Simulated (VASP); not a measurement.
**SnO2: single point with LDA**

The system is SnO2.

```
Sn O
1.0
    -3.20783   -1.85204    4.08138
     3.20783   -1.85204    4.08138
     0.00000    3.70408    4.08138
Sn O
4 8
Direct
  0.50000 0.50000 0.50000
  0.00000 0.00000 0.50000
  0.00000 0.50000 0.00000
  0.50000 0.00000 0.00000
  0.23974 0.23974 0.23974
  0.74519 0.74519 0.24519
  0.74519 0.24519 0.74519
  0.24519 0.74519 0.74519
  0.75481 0.75481 0.75481
  0.25481 0.25481 0.75481
  0.25481 0.75481 0.25481
  0.75481 0.25481 0.25481
```

This cell differs from its parent crystal: atom 5 (O) moved -0.067 Å along Cartesian [0 0 1].

```
Program                : VASP 6.6.1
Task                   : single point
Functional             : LDA
Potentials or basis    : VASP PAW LDA potentials, release 64 (Sn_d, O)
Cutoff                 : 520 eV
k mesh                 : 6 × 6 × 6
Occupations            : gaussian, width 0.05 eV
Spin                   : no spin polarisation
Dipole correction      : no
Further INCAR settings : ALGO = Normal; EDIFF = 1e-06; NBANDS = 64
```

| Item | Value |
| --- | --- |
| Pressure | 1.8 GPa |
| Largest force | 0.819 eV/Å |
| Band gap on the k mesh | 1.59 eV |

Forces in eV/Å, atoms in the order of the input:
```
Sn   0.000  0.000 -0.007
Sn   0.000  0.224 -0.173
Sn   0.194 -0.112 -0.173
Sn  -0.194 -0.112 -0.173
O    0.000  0.000  0.819
O    0.000 -0.004  0.075
O   -0.004  0.002  0.075
O    0.004  0.002  0.075
O    0.000  0.000 -0.075
O    0.000 -0.158 -0.147
O   -0.137  0.079 -0.147
O    0.137  0.079 -0.147
```

Stress tensor (GPa, compression positive):
```
2.17 0.00 0.00
0.00 2.17 0.00
0.00 0.00 1.11
```

Levels at points of the mesh, in eV from the valence-band top:
```
           k point  band 48  band 49  band 50  band 51  band 52  band 53  band 54  band 55  band 56  band 57
(0.00, 0.00, 0.00)    -0.57    -0.11    -0.04    -0.04     0.00     1.59     4.78     4.84     4.84     5.25
(0.50, 0.00, 0.00)    -0.61    -0.38    -0.38    -0.11    -0.08     4.21     4.24     5.75     5.79     6.41
(0.50, 0.50, 0.00)    -1.00    -0.66    -0.63    -0.21    -0.18     4.70     4.74     5.73     5.77     7.40
(0.50, 0.50, 0.50)    -1.21    -1.21    -1.12    -1.10    -1.10     3.79     5.52     5.56     5.56     5.91
```

Run time: 9.3 min on 1 thread of Intel Xeon 8259CL, on a shared host, peak memory 0.34 GiB.

Caveat: the cell differs from its parent crystal (atom 5 (O) moved -0.067 Å along Cartesian [0 0 1]); spin-orbit coupling is left out, which moves the levels of the heavy elements.
